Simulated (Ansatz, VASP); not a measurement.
**Si6C: VASP beside Ansatz**

```
Si C
1.0
     4.80009    2.77133    2.97128
    -4.80009    2.77133    2.97128
     0.00000   -5.54266    2.97128
Si C
12 2
Direct
  0.38709 0.13716 0.01275
  0.61291 0.86284 0.98725
  0.61690 0.74002 0.32064
  0.38310 0.25998 0.67936
  0.01275 0.38709 0.13716
  0.98725 0.61291 0.86284
  0.32064 0.61690 0.74002
  0.67936 0.38310 0.25998
  0.13716 0.01275 0.38709
  0.86284 0.98725 0.61291
  0.25998 0.67936 0.38310
  0.74002 0.32064 0.61690
  0.91089 0.91089 0.91089
  0.08911 0.08911 0.08911
```

Alike in both runs: task relaxation of cell and atoms; functional PBE; k mesh 6 × 6 × 6; occupations gaussian, width 0.02 eV; no spin polarisation.

|  | VASP | Ansatz |
| --- | --- | --- |
| version | VASP 6.6.1 | Ansatz 0.2.0 |
| potentials or method | VASP PAW PBE potentials, release 64 (Si, C), cutoff 600 eV | scalar-relativistic, plane waves, PAW |
| valence electrons in the cell | 56 | 56 |

VASP gave:

```
gap on the k mesh at the Fermi level, each at its own relaxed structure (eV) : 0.57
relaxed volume (Å³/atom)                                                     : 16.92
relaxed cell length with the largest relative difference (Å)                 : 6.287
```

Task: What did Ansatz give for the same quantities?

Result: gap on the k mesh at the Fermi level, each at its own relaxed structure (eV): 0.57; relaxed volume (Å³/atom): 16.94; relaxed cell length with the largest relative difference (Å): 6.289.
